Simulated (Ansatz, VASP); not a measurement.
One calculation of GaIr, two programs

```
Ga Ir
1.0
     3.04353    0.00000    0.00000
     0.00000    3.04353    0.00000
     0.00000    0.00000    3.04353
Ga Ir
1 1
Direct
  0.00000 0.00000 0.00000
  0.50000 0.50000 0.50000
```

Change from the starting cell: volume scaled by 1.04, crystal datasets.

Alike in both runs: task electric field gradients; functional PBEsol; k mesh 12 × 12 × 12; occupations fermi-dirac, width 0.05 eV; no spin polarisation.

```csv
,VASP,Ansatz
version,VASP 6.6.1,Ansatz 0.2.0
potentials or method,"VASP PAW PBE potentials, release 64 (Ga_d, Ir), cutoff 520 eV","all-electron PAW with datasets made for the crystal, scalar-relativistic"
```

|  | VASP | Ansatz | Ansatz less VASP |
| --- | --- | --- | --- |
| pressure (GPa) | -4.9 | -5.3 | -0.41 |

VASP's potentials were made for PBE, not for PBEsol. Ansatz ran all-electron here, and VASP with PAW potentials.

Spin-orbit coupling is off throughout.
